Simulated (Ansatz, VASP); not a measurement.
# One calculation of NaH, two programs

```
Na H
1.0
     2.95512    0.00000    0.00000
     0.00000    2.95512    0.00000
     0.00000    0.00000    2.95512
Na H
1 1
Cartesian
  -0.1875 0.0000 0.0000
  1.4776 1.4776 1.4776
```

Change from the starting cell: all Na atoms moved +0.188 Å, as atom 1 towards its neighbour atom 1 (Na) at 2.955 Å.

Alike in both runs: task single point; functional PBEsol; k mesh 10 × 10 × 10; occupations gaussian, width 0.05 eV; no spin polarisation.

|  | VASP | Ansatz |
| --- | --- | --- |
| version | VASP 6.6.1 | Ansatz 0.2.0 |
| potentials or method | VASP PAW PBE potentials, release 64 (Na_pv, H), cutoff 500 eV | scalar-relativistic, plane waves, PAW |
| valence electrons in the cell | 8 | 10 |

```tsv
	VASP	Ansatz	Ansatz less VASP
gap on the k mesh at the Fermi level (eV)	0.82	0.82	+0.001
least direct gap on the mesh (eV)	4.29	4.29	+0.003
pressure (GPa)	-0.2	-0.1	+0.07
traceless stress, the component that is largest in VASP (GPa)	0.08	0.08	+0.003
rms of the force components (eV/Å)	0.048	0.047	-0.0011
```

VASP's potentials were made for PBE, not for PBEsol. Atom by atom the forces differ by 0.001 eV/Å (rms over components). VASP's potentials hold 8 valence electrons a cell and Ansatz's 10, so a difference there can come from the potentials and not from the codes.
